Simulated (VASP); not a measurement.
# BAs (F-43m) in VASP: single point with LDA

Aim: the single point of BAs with LDA.

Program: VASP 6.6.1. These are calculated values, not measurements. Logs are shortened: lines on timing, memory, paths and dates and some standing lists are left out, and cuts for length are marked.

## (1) The cell of the first run

The structure is cubic, space group F-43m (No. 216). Conventional cell: a = 4.777 Å, b = 4.777 Å, c = 4.777 Å, α = 90.00°, β = 90.00°, γ = 90.00°. B (site symmetry -43m) has 4 As at 2.07 Å within 2.7 Å. Within 2.7 Å of As (site symmetry -43m) lie 4 B at 2.07 Å.

## (2) Single point, LDA

File INCAR:

```
SYSTEM = BAs
ALGO     = Normal         ! electronic algorithm
EDIFF    = 1E-6           ! SCF threshold, eV
ENCUT    = 520            ! plane-wave cutoff, eV
ISIF     = 2              ! what is computed and relaxed
ISMEAR   = 0              ! smearing method
LASPH    = .TRUE.         ! aspherical terms in the spheres
LCHARG   = .FALSE.        ! write CHGCAR
LREAL    = .FALSE.        ! projectors in reciprocal space
LWAVE    = .FALSE.        ! write WAVECAR
NBANDS   = 11             ! bands
NELM     = 60             ! most SCF steps
PREC     = Accurate       ! precision mode
SIGMA    = 0.1            ! smearing width, eV
```

File KPOINTS:

```
k-points
0
G
  6 6 6
  0 0 0
```

File POSCAR:

```
BAs
1.0
    0.0000000000      2.3885000000      2.3885000000
    2.3885000000      0.0000000000      2.3885000000
    2.3885000000      2.3885000000      0.0000000000
B As
1 1
Direct
    0.0000000000      0.0000000000      0.0000000000
    0.7500000000      0.7500000000      0.7500000000
```

Potentials or basis: VASP PAW LDA potentials, release 64 (B, As).

Started as:

```bash
$ cat potpaw_LDA.64/B/POTCAR potpaw_LDA.64/As/POTCAR > POTCAR
$ mpirun -np 1 vasp_std > vasp.out
```

OUTCAR:

```text
SYSTEM = BAs
   EDIFF = 1E-6
   ENCUT = 520
   ISIF = 2
   ISMEAR = 0
   LASPH = .TRUE.
   LREAL = .FALSE.
   NELM = 60
   PREC = Accurate

 ion  position               nearest neighbor table
   1  0.000  0.000  0.000-   2 2.07   2 2.07   2 2.07   2 2.07
   2  0.750  0.750  0.750-   1 2.07   1 2.07   1 2.07   1 2.07

  LATTYP: Found a face centered cubic cell.
 ALAT       =     4.7770000000

  Lattice vectors:

 A1 = (   0.0000000000,   2.3885000000,   2.3885000000)
 A2 = (   2.3885000000,   0.0000000000,   2.3885000000)
 A3 = (   2.3885000000,   2.3885000000,   0.0000000000)

Analysis of symmetry for initial positions (statically):
=====================================================================
 Subroutine PRICEL returns:
 Original cell was already a primitive cell.

 Routine SETGRP: Setting up the symmetry group for a
 face centered cubic supercell.

 Subroutine GETGRP returns: Found 24 space group operations
 (whereof 24 operations were pure point group operations)
 out of a pool of 48 trial point group operations.

The static configuration has the point symmetry T_d .

Analysis of symmetry for dynamics (positions and initial velocities):
=====================================================================
 Subroutine PRICEL returns:
 Original cell was already a primitive cell.

 Routine SETGRP: Setting up the symmetry group for a
 face centered cubic supercell.

 Subroutine GETGRP returns: Found 24 space group operations
 (whereof 24 operations were pure point group operations)
 out of a pool of 48 trial point group operations.

The dynamic configuration has the point symmetry T_d .

 Subroutine INISYM returns: Found 24 space group operations
 (whereof 24 operations are pure point group operations),
 and found     1 'primitive' translations

----------------------------------------------------------------------------------------

                                     Primitive cell

  volume of cell :      27.2525

  direct lattice vectors                    reciprocal lattice vectors
     0.000000000  2.388500000  2.388500000    -0.209336404  0.209336404  0.209336404
     2.388500000  0.000000000  2.388500000     0.209336404 -0.209336404  0.209336404
     2.388500000  2.388500000  0.000000000     0.209336404  0.209336404 -0.209336404

  length of vectors
     3.377849094  3.377849094  3.377849094     0.362581287  0.362581287  0.362581287

  position of ions in fractional coordinates (direct lattice)
     0.000000000  0.000000000  0.000000000
[... 78 lines left out ...]
   TEBEG  =    0.0;   TEEND  =   0.0 temperature during run
   PSTRESS=    0.0 pullay stress
   NELECT =       8.0000    total number of electrons
   NUPDOWN=      -1.0000    fix difference up-down
   EMIN   =  10.00;   EMAX   =-10.00  energy-range for DOS
   EFERMI =   0.00;   METHOD = LEGACY
   ISMEAR =     0;   SIGMA  =   0.10  broadening in eV -4-tet -1-fermi 0-gaus
   EFERMI_NEDOS =   21; number of points for ismear=-14 and -15
   IALGO  =     38    algorithm
   IMIX   =      4    mixing-type and parameters
     AMIX     =   0.40;   BMIX     =  1.00
     AMIX_MAG =   1.60;   BMIX_MAG =  1.00
  volume/ion in A,a.u.               =      13.63        91.95
  Fermi-wavevector in a.u.,A,eV,Ry     =   1.088018  2.056057 16.106360  1.183784
  Thomas-Fermi vector in A             =   2.224191
   LORBIT       =      0    0 simple, 1 ext, 2 COOP (PROOUT), +10 PAW based schemes
   GGA     = CA    functional components
   LHFCALC =     F    Hartree Fock is set to
   AEXX    =    0.0000 exact exchange contribution
   IVDW    =     0    specifies the selected vdW correction
   LEPSILON=     F    determine dielectric tensor
   LRPA    =     F    only Hartree local field effects (RPA)
 non-spin polarized calculation
 Gauss-broadening in eV      SIGMA  =   0.10
  energy-cutoff  :      520.00
  volume of cell :       27.25
 maximum number of plane-waves:       754
 NGX is ok and might be reduce to    28
   NGX = 13   NGY = 13   NGZ = 13

 number of electron       8.0000000 magnetization

 Free energy of the ion-electron system (eV)
  ---------------------------------------------------
  ext. energy  EPLUGINS =         0.00000000
  ---------------------------------------------------
  free energy    TOTEN  =       -12.90202173 eV

  energy without entropy =      -12.90202173  energy(sigma->0) =      -12.90202173

 E-fermi :   6.6335     XC(G=0): -10.7821

 val. band max:        6.1630913983   @ k =   0.0000   0.0000   0.0000
 cond. band min:       7.3839846910   @ k =   0.3333   0.3333   0.0000
 fundamental gap:      1.2208932926
 Fermi energy:         6.6335392815

 k-point     1 :       0.0000    0.0000    0.0000
  band No.  band energies     occupation
      1      -9.2158      2.00000
      2       6.1631      2.00000
      3       6.1631      2.00000
      4       6.1631      2.00000
      5       9.4096      0.00000
      6       9.4096      0.00000
      7       9.4096      0.00000
      8      10.8555      0.00000
      9      15.5146      0.00000
     10      19.1917      0.00000
     11      19.1917      0.00000
[... 197 lines left out ...]
 k-point    16 :      -0.3333    0.5000    0.1667
  band No.  band energies     occupation
      1      -4.9597      2.00000
      2      -1.9277      2.00000
      3       0.9970      2.00000
      4       1.1888      2.00000
      5       9.8989      0.00000
      6      10.0619      0.00000
      7      14.7589      0.00000
      8      14.9413      0.00000
      9      18.3095      0.00000
     10      21.6962      0.00000
     11      21.9009      0.00000

------------------------ aborting loop because EDIFF is reached ----------------------------------------

  FORCE on cell =-STRESS in cart. coord.  units (eV):
  Direction    XX          YY          ZZ          XY          YZ          ZX
  --------------------------------------------------------------------------------------
  -------------------------------------------------------------------------------------
  Total       -0.5197204     -0.5197204     -0.5197204      0.0000000     -0.0000000      0.0000000
  in kB      -30.5544574    -30.5544574    -30.5544574      0.0000000     -0.0000000      0.0000000
  external PRESSURE =     -30.5544574 kB  Pullay stress =       0.0000000 kB

 VOLUME and BASIS-vectors are now :
 -----------------------------------------------------------------------------
  energy-cutoff  :      520.00
  volume of cell :       27.25
      direct lattice vectors                 reciprocal lattice vectors
     0.000000000  2.388500000  2.388500000    -0.209336404  0.209336404  0.209336404
     2.388500000  0.000000000  2.388500000     0.209336404 -0.209336404  0.209336404
     2.388500000  2.388500000  0.000000000     0.209336404  0.209336404 -0.209336404

 POSITION                                       TOTAL-FORCE (eV/Angst)
 -----------------------------------------------------------------------------------
      0.00000      0.00000      0.00000        -0.000000     -0.000000     -0.000000
      3.58275      3.58275      3.58275         0.000000      0.000000      0.000000
 -----------------------------------------------------------------------------------
    total drift:                                0.000000      0.000000      0.000000

  FREE ENERGIE OF THE ION-ELECTRON SYSTEM (eV)
  ---------------------------------------------------
  free  energy   TOTEN  =       -12.9020217257 eV

  energy  without entropy=      -12.9020217257  energy(sigma->0) =      -12.90202173
```

It took 2.6 s on 1 thread of Intel Xeon 6975P-C (Granite Rapids), shared host; peak memory 0.14 GiB.

What came out:

* Free energy: -12.9020 eV
* Pressure: -3.1 GPa
* Band gap on the k mesh: 1.22 eV, indirect (least direct gap 3.25 eV)

Levels at points of the mesh, in eV from the valence-band top:
```
           k point  band 1  band 2  band 3  band 4  band 5  band 6  band 7  band 8  band 9
(0.00, 0.00, 0.00)  -15.38    0.00    0.00    0.00    3.25    3.25    3.25    4.69    9.35
(0.50, 0.00, 0.00)  -12.52   -8.76   -1.82   -1.82    2.69    4.75    4.75    8.69   12.47
(0.50, 0.50, 0.00)  -11.24   -8.43   -4.08   -4.08    1.33    1.41   11.23   11.23   12.64
```

A k mesh can miss the band edges.
